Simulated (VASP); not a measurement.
A run of VASP 6.6.1 is set up as follows.

Contents of INCAR:

```
SYSTEM = MnF2
PREC = Accurate
ENCUT = 520
EDIFF = 1E-7
ISMEAR = 0
SIGMA = 0.05
LREAL = .FALSE.
LASPH = .TRUE.
NELM = 150
ALGO = Normal
ISIF = 2
LWAVE = .FALSE.
LCHARG = .FALSE.
ISPIN = 2
MAGMOM = 4.29 4.29 0.03 0.03 0.03 0.03
LORBIT = 11
NUPDOWN = 9.0
LMAXMIX = 4
LDAU = .TRUE.
LDAUTYPE = 2
LDAUL = 2 -1
LDAUU = 4 0
LDAUJ = 0 0
LDAUPRINT = 1
GGA = CA
NBANDS = 40
```

The input KPOINTS:

```
regular mesh
0
G
  4 4 6
  0 0 0
```

File POSCAR:

```
MnF2
1.0
    4.8733996600      0.0000000000      0.0000000000
    0.0000000000      4.8733996600      0.0000000000
    0.0000000000      0.0000000000      3.3098997700
Mn F
2 4
Direct
    0.0000000000      0.0000000000      0.0000000000
    0.5000000000      0.5000000000      0.5000000000
    0.3050000000      0.3050000000      0.0000000000
    0.1950000000      0.8050000000      0.5000000000
    0.6950000000      0.6950000000      0.0000000000
    0.8050000000      0.1950000000      0.5000000000
```

Potentials or basis: VASP PAW LDA potentials, release 64 (Mn_pv, F).

Run with:

```bash
$ cat potpaw_LDA.64/Mn_pv/POTCAR potpaw_LDA.64/F/POTCAR > POTCAR
$ mpirun -np 1 vasp_std > vasp.out
```

What does it give for the largest force?

0.252 eV/Å.

Estimate the pressure.

-7.5 GPa.

Eigenvalues of the final occupation matrices:
```csv
site,spin,trace,eigenvalues
site 1 d,1,4.63,0.84 0.94 0.95 0.95 0.96
site 1 d,2,0.34,0.01 0.02 0.06 0.07 0.18
site 2 d,1,4.63,0.84 0.94 0.95 0.95 0.96
site 2 d,2,0.34,0.01 0.02 0.06 0.07 0.18
```

Caveat: the cell stands under tension; the total moment is fixed, so each spin has its own Fermi level and the state may be an excited one; the run started ferromagnetic, and an antiferromagnetic order may lie lower in energy. The state reached can hang on the start; a lower one may exist.
